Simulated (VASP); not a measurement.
# NbTe (P-6m2) in VASP: further runs

The runs below take NbTe through single point, with LDA+U.

All numbers are computed with VASP 6.6.1; they aren't measurements. Logs are shortened: lines on timing, memory, paths and dates and some standing lists are left out, and cuts for length are marked.

## (1) The cell of the first run

It takes space group P-6m2 (No. 187, hexagonal). Conventional cell: a = 3.703 Å, b = 3.703 Å, c = 3.694 Å, α = 90.00°, β = 90.00°, γ = 120.00°. Te (site symmetry -6m2) has 6 Nb at 2.83 Å and 2 Te at 3.69 Å within 3.7 Å. Within 3.7 Å of Nb (site symmetry -6m2) lie 6 Te at 2.83 Å and 2 Nb at 3.69 Å.

## (2) Single point, LDA+U

Input file INCAR:

```
SYSTEM = NbTe
PREC     = Accurate       ! precision mode
ENCUT    = 520            ! plane-wave cutoff, eV
EDIFF    = 1E-7           ! SCF threshold, eV
ISMEAR   = -1             ! smearing method
SIGMA    = 0.05           ! smearing width, eV
LREAL    = .FALSE.        ! projectors in reciprocal space
LASPH    = .TRUE.         ! aspherical terms in the spheres
NELM     = 150            ! most SCF steps
ALGO     = Normal         ! electronic algorithm
ISIF     = 2              ! what is computed and relaxed
LWAVE    = .FALSE.        ! write WAVECAR
LCHARG   = .FALSE.        ! write CHGCAR
LMAXMIX  = 4              ! l up to which the mixer works
LDAU     = .TRUE.         ! DFT+U
LDAUTYPE = 2            
LDAUL    = -1 2           ! shell
LDAUU    = 0 3            ! U, eV
LDAUJ    = 0 0          
LDAUPRINT= 1            
GGA      = CA             ! functional
NBANDS   = 16             ! bands
```

Input file KPOINTS:

```
Automatic mesh
0
G
  8 8 7
  0 0 0
```

Input file POSCAR:

```
NbTe
1.0
    3.7029743866      0.0000000000      0.0000000000
   -1.8514871933      3.2068698884      0.0000000000
    0.0000000000      0.0000000000      3.6942110000
Te Nb
1 1
Direct
    0.6666666667      0.3333333333      0.0000000000
    0.0000000000      0.0000000000      0.5000000000
```

Potentials or basis: VASP PAW LDA potentials, release 64 (Te, Nb_sv).

Launch:

```bash
cat potpaw_LDA.64/Te/POTCAR potpaw_LDA.64/Nb_sv/POTCAR > POTCAR
mpirun -np 1 vasp_std > vasp.out
```

OUTCAR:

```text
SYSTEM = NbTe
   PREC = Accurate
   ENCUT = 520
   EDIFF = 1E-7
   ISMEAR = -1
   LREAL = .FALSE.
   LASPH = .TRUE.
   NELM = 150
   ISIF = 2
   GGA = CA

 ion  position               nearest neighbor table
   1  0.667  0.333  0.000-   2 2.83   2 2.83   2 2.83   2 2.83   2 2.83   2 2.83
   2  0.000  0.000  0.500-   1 2.83   1 2.83   1 2.83   1 2.83   1 2.83   1 2.83

  LATTYP: Found a hexagonal cell.
 ALAT       =     3.7029743866
 C/A-ratio  =     0.9976334196

  Lattice vectors:

 A1 = (   3.7029743866,   0.0000000000,   0.0000000000)
 A2 = (  -1.8514871933,   3.2068698884,   0.0000000000)
 A3 = (   0.0000000000,   0.0000000000,   3.6942110000)

Analysis of symmetry for initial positions (statically):
=====================================================================
 Subroutine PRICEL returns:
 Original cell was already a primitive cell.

 Routine SETGRP: Setting up the symmetry group for a
 hexagonal supercell.

 Subroutine GETGRP returns: Found 12 space group operations
 (whereof 12 operations were pure point group operations)
 out of a pool of 24 trial point group operations.

The static configuration has the point symmetry D_3h.

Analysis of symmetry for dynamics (positions and initial velocities):
=====================================================================
 Subroutine PRICEL returns:
 Original cell was already a primitive cell.

 Routine SETGRP: Setting up the symmetry group for a
 hexagonal supercell.

 Subroutine GETGRP returns: Found 12 space group operations
 (whereof 12 operations were pure point group operations)
 out of a pool of 24 trial point group operations.

The dynamic configuration has the point symmetry D_3h.

 Subroutine INISYM returns: Found 12 space group operations
 (whereof 12 operations are pure point group operations),
 and found     1 'primitive' translations

----------------------------------------------------------------------------------------

                                     Primitive cell

  volume of cell :      43.8686

  direct lattice vectors                    reciprocal lattice vectors
     3.702974387  0.000000000  0.000000000     0.270053178  0.155915275  0.000000000
    -1.851487193  3.206869888  0.000000000     0.000000000  0.311830550  0.000000000
     0.000000000  0.000000000  3.694211000     0.000000000  0.000000000  0.270693796

  length of vectors
     3.702974387  3.702974387  3.694211000     0.311830550  0.311830550  0.270693796

  position of ions in fractional coordinates (direct lattice)
     0.666666667  0.333333333  0.000000000
     0.000000000  0.000000000  0.500000000

  ion indices of the primitive-cell ions
   primitive index   ion index
                 1           1
                 2           2

----------------------------------------------------------------------------------------

 KPOINTS: Automatic mesh

Automatic generation of k-mesh.
 Grid dimensions read from file:
 generate k-points for:    8    8    7

 Generating k-lattice:

  Cartesian coordinates                     Fractional coordinates (reciprocal lattice)
     0.033756647  0.019489409  0.000000000     0.125000000  0.000000000  0.000000000
     0.000000000  0.038978819  0.000000000     0.000000000  0.125000000  0.000000000
     0.000000000  0.000000000  0.038670542     0.000000000  0.000000000  0.142857143

  Length of vectors
     0.038978819  0.038978819  0.038670542

  Shift w.r.t. Gamma in fractional coordinates (k-lattice)
     0.000000000  0.000000000  0.000000000

 Subroutine IBZKPT returns following result:
 ===========================================

 Found     40 irreducible k-points:

 Following reciprocal coordinates:
            Coordinates               Weight
  0.000000  0.000000  0.000000      1.000000
  0.125000 -0.000000  0.000000      6.000000
  0.250000 -0.000000  0.000000      6.000000
  0.375000  0.000000  0.000000      6.000000
  0.500000 -0.000000  0.000000      3.000000
  0.125000  0.125000  0.000000      6.000000
[... 16 lines left out ...]
  0.250000 -0.000000  0.285714     12.000000
  0.375000  0.000000  0.285714     12.000000
 [... further k-points ...]
   k-points           NKPTS =     40   k-points in BZ     NKDIM =     40   number of bands    NBANDS=     16
   number of dos      NEDOS =    301   number of ions     NIONS =      2
   total plane-waves  NPLWV =  21952
   dimension x,y,z NGX =    28 NGY =   28 NGZ =   28
   dimension x,y,z NGXF=    56 NGYF=   56 NGZF=   56
   ions per type =               1   1
   NGX,Y,Z   is equivalent  to a cutoff of  12.57, 12.57, 12.60 a.u.
   NGXF,Y,Z  is equivalent  to a cutoff of  25.14, 25.14, 25.20 a.u.
 SYSTEM =  NbTe
   PREC   = accura    normal or accurate (medium, high low for compatibility)
   ISTART =      0    job   : 0-new  1-cont  2-samecut
   ICHARG =      2    charge: 1-file 2-atom 10-const
   ISPIN  =      1    spin polarized calculation?
   LNONCOLLINEAR =      F non collinear calculations
   LSORBIT =      F    spin-orbit coupling
   LASPH  =      T    aspherical Exc in radial PAW
   ENCUT  =  520.0 eV  38.22 Ry    6.18 a.u.   6.89  6.89  6.87*2*pi/ulx,y,z
   NELM   =    150;   NELMIN=  2; NELMDL= -5     # of ELM steps
   EDIFF  = 0.1E-06   stopping-criterion for ELM
   LREAL  =      F    real-space projection
   EDIFFG = 0.1E-05   stopping-criterion for IOM
   NSW    =      0    number of steps for IOM
   IBRION =     -1    ionic relax: 0-MD 1-quasi-New 2-CG
   NFREE  =      0    steps in history (QN), initial steepest desc. (CG)
   ISIF   =      2    stress and relaxation
   ISYM   =      2    0-nonsym 1-usesym 2-fastsym
   POTIM  = 0.5000    time-step for ionic-motion
   TEBEG  =    0.0;   TEEND  =   0.0 temperature during run
   PSTRESS=    0.0 pullay stress
   NELECT =      19.0000    total number of electrons
   NUPDOWN=      -1.0000    fix difference up-down
   EMIN   =  10.00;   EMAX   =-10.00  energy-range for DOS
   EFERMI =   0.00;   METHOD = LEGACY
   ISMEAR =    -1;   SIGMA  =   0.05  broadening in eV -4-tet -1-fermi 0-gaus
   EFERMI_NEDOS =   21; number of points for ismear=-14 and -15
   IALGO  =     38    algorithm
   IMIX   =      4    mixing-type and parameters
     AMIX     =   0.40;   BMIX     =  1.00
     AMIX_MAG =   1.60;   BMIX_MAG =  1.00
  volume/ion in A,a.u.               =      21.93       148.02
  Fermi-wavevector in a.u.,A,eV,Ry     =   1.238630  2.340671 20.874103  1.534203
  Thomas-Fermi vector in A             =   2.373147
   LORBIT       =      0    0 simple, 1 ext, 2 COOP (PROOUT), +10 PAW based schemes
 LDA+U is selected, type is set to LDAUTYPE =  2
   angular momentum for each species LDAUL =    -1    2
   U (eV)           for each species LDAUU =   0.0  3.0
   J (eV)           for each species LDAUJ =   0.0  0.0
   GGA     = CA    functional components
   LHFCALC =     F    Hartree Fock is set to
   AEXX    =    0.0000 exact exchange contribution
   IVDW    =     0    specifies the selected vdW correction
   LEPSILON=     F    determine dielectric tensor
   LRPA    =     F    only Hartree local field effects (RPA)
 non-spin polarized calculation
  energy-cutoff  :      520.00
  volume of cell :       43.87
 maximum number of plane-waves:      1190
 NGX is ok and might be reduce to    28
   NGX = 13   NGY = 13   NGZ = 13

atom =   2  type =  2  l = 2

 onsite density matrix

spin component  1

  0.2439 -0.0000 -0.0000 -0.0000 -0.0000
 -0.0000  0.2529  0.0000  0.0000 -0.0000
 -0.0000  0.0000  0.1921  0.0000  0.0000
 -0.0000  0.0000  0.0000  0.2529 -0.0000
 -0.0000 -0.0000  0.0000 -0.0000  0.2439

spin component  2

  0.2439 -0.0000 -0.0000 -0.0000 -0.0000
 -0.0000  0.2529  0.0000  0.0000 -0.0000
 -0.0000  0.0000  0.1921  0.0000  0.0000
 -0.0000  0.0000  0.0000  0.2529 -0.0000
 -0.0000 -0.0000  0.0000 -0.0000  0.2439

 occupancies and eigenvectors

  o =  0.1921  v =  0.0000 -0.0000  1.0000  0.0000 -0.0000  0.0000  0.0000  0.0000  0.0000  0.0000      0.0000  0.0000  0.0000  0.0000  0.0000  0.0000  0.0000  0.0000  0.0000  0.0000
  o =  0.1921  v =  0.0000  0.0000  0.0000  0.0000  0.0000  0.0000 -0.0000  1.0000  0.0000 -0.0000      0.0000  0.0000  0.0000  0.0000  0.0000  0.0000  0.0000  0.0000  0.0000  0.0000
  o =  0.2439  v =  1.0000  0.0000  0.0000  0.0000  0.0000  0.0000  0.0000  0.0000  0.0000  0.0000      0.0000  0.0000  0.0000  0.0000  0.0000  0.0000  0.0000  0.0000  0.0000  0.0000
  o =  0.2439  v =  0.0000  0.0000  0.0000  0.0000  0.0000  1.0000  0.0000  0.0000  0.0000  0.0000      0.0000  0.0000  0.0000  0.0000  0.0000  0.0000  0.0000  0.0000  0.0000  0.0000
  o =  0.2439  v =  0.0000  0.0000  0.0000  0.0000  0.0000  0.0000  0.0000 -0.0000  0.0000 -1.0000      0.0000  0.0000  0.0000  0.0000  0.0000  0.0000  0.0000  0.0000  0.0000  0.0000
  o =  0.2439  v =  0.0000  0.0000 -0.0000  0.0000 -1.0000  0.0000  0.0000  0.0000  0.0000  0.0000      0.0000  0.0000  0.0000  0.0000  0.0000  0.0000  0.0000  0.0000  0.0000  0.0000
  o =  0.2529  v =  0.0000  0.0000  0.0000 -1.0000 -0.0000  0.0000  0.0000  0.0000  0.0000  0.0000      0.0000  0.0000  0.0000  0.0000  0.0000  0.0000  0.0000  0.0000  0.0000  0.0000
  o =  0.2529  v =  0.0000  0.0000  0.0000  0.0000  0.0000  0.0000  0.0000  0.0000 -1.0000 -0.0000      0.0000  0.0000  0.0000  0.0000  0.0000  0.0000  0.0000  0.0000  0.0000  0.0000
  o =  0.2529  v =  0.0000  0.0000  0.0000  0.0000  0.0000  0.0000  1.0000  0.0000  0.0000  0.0000      0.0000  0.0000  0.0000  0.0000  0.0000  0.0000  0.0000  0.0000  0.0000  0.0000
  o =  0.2529  v =  0.0000  1.0000  0.0000  0.0000  0.0000  0.0000  0.0000  0.0000  0.0000  0.0000      0.0000  0.0000  0.0000  0.0000  0.0000  0.0000  0.0000  0.0000  0.0000  0.0000

 number of electron      18.9999998 magnetization

 Free energy of the ion-electron system (eV)
  ---------------------------------------------------
  ext. energy  EPLUGINS =         0.00000000
  ---------------------------------------------------
  free energy    TOTEN  =       -12.65902548 eV

  energy without entropy =      -12.64689964  energy(sigma->0) =      -12.65296256

 E-fermi :  11.1683     XC(G=0): -11.4651

 val. band max:       11.1397366125   @ k =   0.2500  -0.0000   0.0000
 cond. band min:      11.1902793956   @ k =   0.1250  -0.0000   0.2857
 fundamental gap:      0.0505427831
 Fermi energy:        11.1683080385

 k-point     1 :       0.0000    0.0000    0.0000
  band No.  band energies     occupation
      1     -44.7987      2.00000
      2     -21.1352      2.00000
      3     -20.9263      2.00000
      4     -20.9263      2.00000
      5      -3.2956      2.00000
      6       7.9126      2.00000
[... 8 lines left out ...]
     15      16.8856      0.00000
     16      17.9837      0.00000

 k-point     2 :       0.1250   -0.0000    0.0000
  band No.  band energies     occupation
      1     -44.7974      2.00000
      2     -21.1320      2.00000
      3     -20.9457      2.00000
      4     -20.9309      2.00000
      5      -3.1071      2.00000
      6       7.1035      2.00000
[... 8 lines left out ...]
     15      16.7814      0.00000
     16      18.7350      0.00000

 k-point     3 :       0.2500   -0.0000    0.0000
  band No.  band energies     occupation
      1     -44.7943      2.00000
      2     -21.1242      2.00000
      3     -20.9922      2.00000
      4     -20.9420      2.00000
      5      -2.5941      2.00000
      6       5.6676      2.00000
[... 8 lines left out ...]
     15      17.8491      0.00000
     16      19.2806      0.00000

 k-point     4 :       0.3750    0.0000    0.0000
  band No.  band energies     occupation
      1     -44.7912      2.00000
      2     -21.1164      2.00000
      3     -21.0382      2.00000
      4     -20.9530      2.00000
      5      -1.9535      2.00000
      6       4.3460      2.00000
[... 8 lines left out ...]
     15      17.3876      0.00000
     16      19.5803      0.00000
[... 324 lines left out ...]
 k-point    22 :       0.1250   -0.0000    0.2857
  band No.  band energies     occupation
      1     -44.7943      2.00000
      2     -21.1986      2.00000
      3     -20.9388      2.00000
      4     -20.9246      2.00000
      5      -2.4314      2.00000
      6       4.9607      2.00000
[... 8 lines left out ...]
     15      17.5444      0.00000
     16      18.9744      0.00000

 k-point    23 :       0.2500   -0.0000    0.2857
  band No.  band energies     occupation
      1     -44.7912      2.00000
      2     -21.1879      2.00000
      3     -20.9829      2.00000
      4     -20.9346      2.00000
      5      -2.0589      2.00000
      6       5.2180      2.00000
[... 8 lines left out ...]
     15      17.7801      0.00000
     16      19.3417      0.00000

 k-point    24 :       0.3750    0.0000    0.2857
  band No.  band energies     occupation
      1     -44.7881      2.00000
      2     -21.1770      2.00000
      3     -21.0265      2.00000
      4     -20.9447      2.00000
      5      -1.6126      2.00000
      6       4.7563      2.00000
[... 8 lines left out ...]
     15      17.2956      0.00000
     16      19.5111      0.00000

 [... further k-points ...]
[... 5 lines left out ...]
  --------------------------------------------------------------------------------------
  -------------------------------------------------------------------------------------
  Total       -1.4200312     -1.4200312     -1.2706452      0.0000000     -0.0000000      0.0000000
  in kB      -51.8626526    -51.8626526    -46.4067499      0.0000000     -0.0000000      0.0000000
  external PRESSURE =     -50.0440184 kB  Pullay stress =       0.0000000 kB

 VOLUME and BASIS-vectors are now :
 -----------------------------------------------------------------------------
  energy-cutoff  :      520.00
  volume of cell :       43.87
      direct lattice vectors                 reciprocal lattice vectors
     3.702974387  0.000000000  0.000000000     0.270053178  0.155915275  0.000000000
    -1.851487193  3.206869888  0.000000000     0.000000000  0.311830550  0.000000000
     0.000000000  0.000000000  3.694211000     0.000000000  0.000000000  0.270693796

 POSITION                                       TOTAL-FORCE (eV/Angst)
 -----------------------------------------------------------------------------------
      1.85149      1.06896      0.00000         0.000000      0.000000      0.000000
      0.00000      0.00000      1.84711        -0.000000      0.000000      0.000000
 -----------------------------------------------------------------------------------
    total drift:                               -0.000000      0.000000     -0.000000

  FREE ENERGIE OF THE ION-ELECTRON SYSTEM (eV)
  ---------------------------------------------------
  free  energy   TOTEN  =       -12.6590254788 eV

  energy  without entropy=      -12.6468996449  energy(sigma->0) =      -12.65296256
```

It took 26 s on 1 thread of Intel Xeon Platinum 8488C (Sapphire Rapids), shared host; peak memory 0.15 GiB.

What came out:

```yaml
Free_energy: -12.6590 eV
Pressure: -5.0 GPa
```

Eigenvalues of the final occupation matrices:
```
    site  spin  trace               eigenvalues
site 2 d     1   1.19  0.19 0.24 0.24 0.25 0.25
site 2 d     2   1.19  0.19 0.24 0.24 0.25 0.25
```

Caveat: spin-orbit coupling is left out, which moves the levels of the heavy elements; U without spin polarisation on a metal has little footing; the U is typed as a test and isn't derived for this compound.

## (3) Single point, LDA+U

Input file INCAR:

```
ALGO = Normal ; EDIFF = 1E-6
ENCUT = 520 ; GGA = CA
ISIF = 2 ; ISMEAR = -1
LASPH = T ; LCHARG = T
LDAU = T ; LDAUJ = 0 0
LDAUL = -1 2 ; LDAUPRINT = 1
LDAUTYPE = 2 ; LDAUU = 0 4
LELF = T ; LMAXMIX = 4
LREAL = F ; LVHAR = T
LWAVE = F ; NBANDS = 16
NELM = 150 ; PREC = Accurate
SIGMA = 0.05
```

Input file KPOINTS:

```
k-points
0
Gamma
  8 8 7
```

POSCAR is that of step 2.

Potentials or basis: VASP PAW LDA potentials, release 64 (Te, Nb_sv).

Launch:

```bash
cat potpaw_LDA.64/Te/POTCAR potpaw_LDA.64/Nb_sv/POTCAR > POTCAR
mpirun -np 1 vasp_std > vasp.out
```

Run time: 21 s. Hardware: 1 thread of Intel Xeon Platinum 8488C (Sapphire Rapids), shared host; peak memory 0.16 GiB.

Results (log left out):

```
Free energy : -11.7677 eV
Pressure    : -4.1 GPa
```

Stress tensor (GPa, compression positive):
```
-4.47  0.00  0.00
 0.00 -4.47  0.00
 0.00  0.00 -3.48
```

Levels at points of the mesh, in eV from the Fermi level:
```tsv
k point	band 6	band 7	band 8	band 9	band 10	band 11	band 12	band 13	band 14	band 15
(0.00, 0.00, 0.00)	-3.29	-3.29	-3.02	-2.64	0.15	0.15	2.29	2.29	2.43	5.65
(0.50, 0.00, 0.00)	-7.48	-3.98	-2.87	-2.69	-0.18	1.28	1.56	2.85	3.44	5.37
```

Eigenvalues of the final occupation matrices:
```tsv
site	spin	trace	eigenvalues
site 2 d	1	1.15	0.18 0.24 0.24 0.24 0.24
site 2 d	2	1.15	0.18 0.24 0.24 0.24 0.24
```

Caveat: spin-orbit coupling is left out, which moves the levels of the heavy elements; U without spin polarisation on a metal has little footing; the U is typed as a test and isn't derived for this compound.

(Part 1 of 2 ends here.)
